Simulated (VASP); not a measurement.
The system is MnHg.

```
Mn Hg
1.0
     3.42201    0.00000    0.00000
     0.00000    3.42201    0.00000
     0.00000    0.00000    3.42201
Mn Hg
1 1
Direct
  0.50000 0.50000 0.50000
  0.00000 0.00000 0.00000
```

Base run:

- Program: VASP 6.6.1
- Functional: PBE
- Potentials or basis: VASP PAW PBE potentials, release 64 (Mn_pv, Hg)
- Cutoff: 520 eV
- k mesh: 10 × 10 × 10
- Occupations: fermi-dirac, width 0.1 eV
- Spin: no spin polarisation

Its results: pressure -17.7 GPa.

**Question.** The run is repeated on the same cell with these changes: spin from no spin polarisation to collinear spin, ferromagnetic start; further incar settings from ALGO = Normal; EDIFF = 1e-07; NBANDS = 20 to ALGO = Normal; EDIFF = 1e-06; NBANDS = 24. What comes out?

**Answer.** Pressure -5.0 GPa; net moment 4.09 μB per cell; site moments Mn +3.96; Hg -0.04 μB.

Caveats: the cell stands under tension.
